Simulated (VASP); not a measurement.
# TbW (P4/mmm) in VASP: further runs

TbW is run at these levels: PBE; tasks: single point.

All numbers are computed with VASP 6.6.1; they aren't measurements. Logs are shortened: lines on timing, memory, paths and dates and some standing lists are left out, and cuts for length are marked.

### 1 The cell of the first run

Symmetry: P4/mmm, No. 123, tetragonal system. Conventional cell: a = 2.850 Å, b = 2.850 Å, c = 5.152 Å, α = 90.00°, β = 90.00°, γ = 90.00°. Within 3.8 Å of Tb (site symmetry 4/mmm) lie 4 Tb at 2.85 Å and 8 W at 3.27 Å. Within 3.8 Å of W (site symmetry 4/mmm) lie 4 W at 2.85 Å and 8 Tb at 3.27 Å.

The cell was generated, and may not be a known phase.

### 2 Single point, PBE

INCAR

```
SYSTEM = TbW
PREC = Accurate ; ENCUT = 500
EDIFF = 1E-6 ; ISMEAR = 0
SIGMA = 0.2 ; LREAL = .FALSE.
LASPH = .TRUE. ; NELM = 200
ALGO = Normal ; ISIF = 2
LWAVE = .FALSE. ; LCHARG = .FALSE.
GGA = PE ; NBANDS = 18
GGA_COMPAT = .FALSE. ; LMAXMIX = 6
```

KPOINTS

```
Automatic mesh
0
G
  6 6 5
  0 0 0
```

POSCAR

```
TbW
1.0
    2.8498737514      0.0000000000      0.0000000000
    0.0000000000      2.8498737514      0.0000000000
    0.0000000000      0.0000000000      5.1518541578
Tb W
1 1
Direct
    0.5000000000      0.5000000000      0.5000000000
    0.0000000000      0.0000000000      0.0000000000
```

Potentials or basis: VASP PAW PBE potentials, release 64 (Tb_3, W_sv), 4f in core.

Started as:

```sh
$ cat potpaw_PBE.64/Tb_3/POTCAR potpaw_PBE.64/W_sv/POTCAR > POTCAR
$ mpirun -np 1 vasp_std > vasp.out
```

OUTCAR:

```text
SYSTEM = TbW
   PREC = Accurate
   ENCUT = 500
   EDIFF = 1E-6
   ISMEAR = 0
   LREAL = .FALSE.
   LASPH = .TRUE.
   NELM = 200
   ISIF = 2
   GGA = PE

 ion  position               nearest neighbor table
   1  0.500  0.500  0.500-   2 3.27   2 3.27   2 3.27   2 3.27   2 3.27   2 3.27   2 3.27   2 3.27

   2  0.000  0.000  0.000-   1 3.27   1 3.27   1 3.27   1 3.27   1 3.27   1 3.27   1 3.27   1 3.27

  LATTYP: Found a simple tetragonal cell.
 ALAT       =     2.8498737514
 C/A-ratio  =     1.8077482047

  Lattice vectors:

 A1 = (   2.8498737514,   0.0000000000,   0.0000000000)
 A2 = (   0.0000000000,   2.8498737514,   0.0000000000)
 A3 = (   0.0000000000,   0.0000000000,   5.1518541578)

Analysis of symmetry for initial positions (statically):
=====================================================================
 Subroutine PRICEL returns:
 Original cell was already a primitive cell.

 Routine SETGRP: Setting up the symmetry group for a
 simple tetragonal supercell.

 Subroutine GETGRP returns: Found 16 space group operations
 (whereof 16 operations were pure point group operations)
 out of a pool of 16 trial point group operations.

The static configuration has the point symmetry D_4h.

Analysis of symmetry for dynamics (positions and initial velocities):
=====================================================================
 Subroutine PRICEL returns:
 Original cell was already a primitive cell.

 Routine SETGRP: Setting up the symmetry group for a
 simple tetragonal supercell.

 Subroutine GETGRP returns: Found 16 space group operations
 (whereof 16 operations were pure point group operations)
 out of a pool of 16 trial point group operations.

The dynamic configuration has the point symmetry D_4h.

 Subroutine INISYM returns: Found 16 space group operations
 (whereof 16 operations are pure point group operations),
 and found     1 'primitive' translations

----------------------------------------------------------------------------------------

                                     Primitive cell

  volume of cell :      41.8422

  direct lattice vectors                    reciprocal lattice vectors
     2.849873751  0.000000000  0.000000000     0.350892737  0.000000000  0.000000000
     0.000000000  2.849873751  0.000000000     0.000000000  0.350892737  0.000000000
     0.000000000  0.000000000  5.151854158     0.000000000  0.000000000  0.194104874

  length of vectors
     2.849873751  2.849873751  5.151854158     0.350892737  0.350892737  0.194104874

  position of ions in fractional coordinates (direct lattice)
     0.500000000  0.500000000  0.500000000
     0.000000000  0.000000000  0.000000000

  ion indices of the primitive-cell ions
[... 73 lines left out ...]
   ENCUT  =  500.0 eV  36.75 Ry    6.06 a.u.   5.20  5.20  9.39*2*pi/ulx,y,z
   NELM   =    200;   NELMIN=  2; NELMDL= -5     # of ELM steps
   EDIFF  = 0.1E-05   stopping-criterion for ELM
   LREAL  =      F    real-space projection
   EDIFFG = 0.1E-04   stopping-criterion for IOM
   NSW    =      0    number of steps for IOM
   IBRION =     -1    ionic relax: 0-MD 1-quasi-New 2-CG
   NFREE  =      0    steps in history (QN), initial steepest desc. (CG)
   ISIF   =      2    stress and relaxation
   ISYM   =      2    0-nonsym 1-usesym 2-fastsym
   POTIM  = 0.5000    time-step for ionic-motion
   TEBEG  =    0.0;   TEEND  =   0.0 temperature during run
   PSTRESS=    0.0 pullay stress
   NELECT =      23.0000    total number of electrons
   NUPDOWN=      -1.0000    fix difference up-down
   EMIN   =  10.00;   EMAX   =-10.00  energy-range for DOS
   EFERMI =   0.00;   METHOD = LEGACY
   ISMEAR =     0;   SIGMA  =   0.20  broadening in eV -4-tet -1-fermi 0-gaus
   EFERMI_NEDOS =   21; number of points for ismear=-14 and -15
   IALGO  =     38    algorithm
   IMIX   =      4    mixing-type and parameters
     AMIX     =   0.40;   BMIX     =  1.00
     AMIX_MAG =   1.60;   BMIX_MAG =  1.00
  volume/ion in A,a.u.               =      20.92       141.18
  Fermi-wavevector in a.u.,A,eV,Ry     =   1.341053  2.534222 24.469021  1.798422
  Thomas-Fermi vector in A             =   2.469317
   LORBIT       =      0    0 simple, 1 ext, 2 COOP (PROOUT), +10 PAW based schemes
   GGA     = PE    functional components
   LHFCALC =     F    Hartree Fock is set to
   AEXX    =    0.0000 exact exchange contribution
   IVDW    =     0    specifies the selected vdW correction
   LEPSILON=     F    determine dielectric tensor
   LRPA    =     F    only Hartree local field effects (RPA)
 non-spin polarized calculation
 Gauss-broadening in eV      SIGMA  =   0.20
  energy-cutoff  :      500.00
  volume of cell :       41.84
 maximum number of plane-waves:      1090
 NGX is ok and might be reduce to    24

 number of electron      23.0000002 magnetization

 Free energy of the ion-electron system (eV)
  ---------------------------------------------------
  ext. energy  EPLUGINS =         0.00000000
  ---------------------------------------------------
  free energy    TOTEN  =       -16.04196001 eV

  energy without entropy =      -15.99920921  energy(sigma->0) =      -16.02058461

 E-fermi :   6.7231     XC(G=0): -11.9185

 val. band max:        6.7141061437   @ k =   0.1667   0.0000   0.0000
 cond. band min:       6.7362978768   @ k =   0.1667   0.0000   0.4000
 fundamental gap:      0.0221917331
 Fermi energy:         6.7231147700

 k-point     1 :       0.0000    0.0000    0.0000
  band No.  band energies     occupation
      1     -67.1960      2.00000
      2     -31.3687      2.00000
      3     -31.0552      2.00000
      4     -31.0552      2.00000
      5     -15.3760      2.00000
      6     -14.3953      2.00000
[... 481 lines left out ...]
      5     -16.8817      2.00000
      6     -15.0214      2.00000
[... 10 lines left out ...]
     17      12.0020      0.00000
     18      13.8854      0.00000

 [... further k-points ...]
[... 5 lines left out ...]
  --------------------------------------------------------------------------------------
  -------------------------------------------------------------------------------------
  Total        0.2285129      0.2285129      0.0689992      0.0000000      0.0000000      0.0000000
  in kB        8.7499699      8.7499699      2.6420414      0.0000000      0.0000000      0.0000000
  external PRESSURE =       6.7139937 kB  Pullay stress =       0.0000000 kB

 VOLUME and BASIS-vectors are now :
 -----------------------------------------------------------------------------
  energy-cutoff  :      500.00
  volume of cell :       41.84
      direct lattice vectors                 reciprocal lattice vectors
     2.849873751  0.000000000  0.000000000     0.350892737  0.000000000  0.000000000
     0.000000000  2.849873751  0.000000000     0.000000000  0.350892737  0.000000000
     0.000000000  0.000000000  5.151854158     0.000000000  0.000000000  0.194104874

 POSITION                                       TOTAL-FORCE (eV/Angst)
 -----------------------------------------------------------------------------------
      1.42494      1.42494      2.57593         0.000000      0.000000      0.000000
      0.00000      0.00000      0.00000         0.000000      0.000000      0.000000
 -----------------------------------------------------------------------------------
    total drift:                                0.000000      0.000000      0.000000

  FREE ENERGIE OF THE ION-ELECTRON SYSTEM (eV)
  ---------------------------------------------------
  free  energy   TOTEN  =       -16.0419600147 eV

  energy  without entropy=      -15.9992092076  energy(sigma->0) =      -16.02058461
```

OSZICAR:

```text
N       E                     dE             d eps       ncg     rms          rms(c)
DAV:   1     0.140838337269E+03    0.14084E+03   -0.11055E+04  1080   0.124E+03
DAV:   2    -0.129611883625E+02   -0.15380E+03   -0.15104E+03  1108   0.363E+02
DAV:   3    -0.178479785668E+02   -0.48868E+01   -0.47109E+01  1446   0.540E+01
DAV:   4    -0.179451317246E+02   -0.97153E-01   -0.96605E-01  1290   0.652E+00
DAV:   5    -0.179462546724E+02   -0.11229E-02   -0.11227E-02  1332   0.778E-01    0.371E+01
DAV:   6    -0.176076803899E+02    0.33857E+00   -0.43044E+01  1336   0.224E+01    0.862E+00
DAV:   7    -0.162199467360E+02    0.13877E+01   -0.16120E+01  1342   0.122E+01    0.132E+01
DAV:   8    -0.160573283820E+02    0.16262E+00   -0.66642E-01  1208   0.502E+00    0.218E+00
DAV:   9    -0.160424002236E+02    0.14928E-01   -0.10374E-01  1312   0.108E+00    0.933E-01
DAV:  10    -0.160419889117E+02    0.41131E-03   -0.45175E-03  1212   0.545E-01    0.132E-01
DAV:  11    -0.160420165257E+02   -0.27614E-04   -0.75892E-04  1368   0.124E-01    0.867E-02
DAV:  12    -0.160419614004E+02    0.55125E-04   -0.21919E-04  1356   0.566E-02    0.309E-02
DAV:  13    -0.160419599014E+02    0.14990E-05   -0.24108E-05  1394   0.204E-02    0.916E-03
DAV:  14    -0.160419600147E+02   -0.11334E-06   -0.54563E-07   606   0.406E-03
   1 F= -.16041960E+02 E0= -.16020585E+02  d E =-.427508E-01
```

Run time: 46 s. Hardware: 1 thread of Intel Xeon 8259CL, shared host; peak memory 0.15 GiB.

What came out:

```
Free energy            : -16.0420 eV
Pressure               : 0.7 GPa
Band gap on the k mesh : zero (an odd number of electrons rules out a gap without spin polarisation)
```

Caveat: the k points lie up to 0.37 Å⁻¹ apart, too coarse for converged energies and pressures of a metal; spin-orbit coupling is left out, which moves the levels of the heavy elements; the 4f electrons are frozen in the core, so they carry no moment and show no levels.

### 3 Single point, PBE

This run uses another cell than the first one: it holds 4 atoms, not 2.

INCAR

```
SYSTEM = TbW
PREC = Accurate
ENCUT = 500
EDIFF = 1E-6
ISMEAR = 0
SIGMA = 0.2
LREAL = .FALSE.
LASPH = .TRUE.
NELM = 200
ALGO = Normal
ISIF = 2
LWAVE = .FALSE.
LCHARG = .FALSE.
GGA = PE
NBANDS = 31
GGA_COMPAT = .FALSE.
LMAXMIX = 6
```

KPOINTS

```
Automatic mesh
0
G
  5 5 3
  0 0 0
```

POSCAR

```
TbW
1.0
    3.8571220569      0.0000000000      0.0000000000
    0.0000000000      3.8571220569      0.0000000000
    0.0000000000      0.0000000000      5.8475430568
Tb W
2 2
Direct
    0.5000000000      0.5000000000      0.2500241590
    0.5000000000      0.5000000000      0.7499758410
    0.0000000000      0.0000000000      0.0000000000
    0.0000000000      0.0000000000      0.5000000000
```

Potentials or basis: VASP PAW PBE potentials, release 64 (Tb_3, W_sv), 4f in core.

Started as:

```sh
$ cat potpaw_PBE.64/Tb_3/POTCAR potpaw_PBE.64/W_sv/POTCAR > POTCAR
$ mpirun -np 1 vasp_std > vasp.out
```

It took 61 s on 1 thread of Intel Xeon 8259CL, shared host; peak memory 0.16 GiB.

It converged, with:

| Quantity | Value |
| --- | --- |
| Free energy | -31.4938 eV |
| Pressure | 0.7 GPa |
| Band gap on the k mesh | zero (bands 23 and 24 overlap by 0.87 eV) |

Forces on the atoms (eV/Å):
```
Tb   0.000  0.000 -0.002
Tb   0.000  0.000  0.002
W    0.000  0.000  0.000
W    0.000  0.000  0.000
```

Stress tensor (GPa, compression positive):
```
0.48 0.00 0.00
0.00 0.48 0.00
0.00 0.00 1.27
```

Levels at points of the mesh, in eV from the Fermi level:
```csv
k point,band 20,band 21,band 22,band 23,band 24,band 25,band 26,band 27
"(0.00, 0.00, 0.00)",-1.00,-0.85,-0.85,-0.77,0.76,0.89,0.89,1.36
```

Caveat: spin-orbit coupling is left out, which moves the levels of the heavy elements; the 4f electrons are frozen in the core, so they carry no moment and show no levels. Spin polarisation is off, so any magnetic state and its effect on volume and gap are missing.

The gap in the log of VASP goes by the Fermi energy; the results here count the filled bands.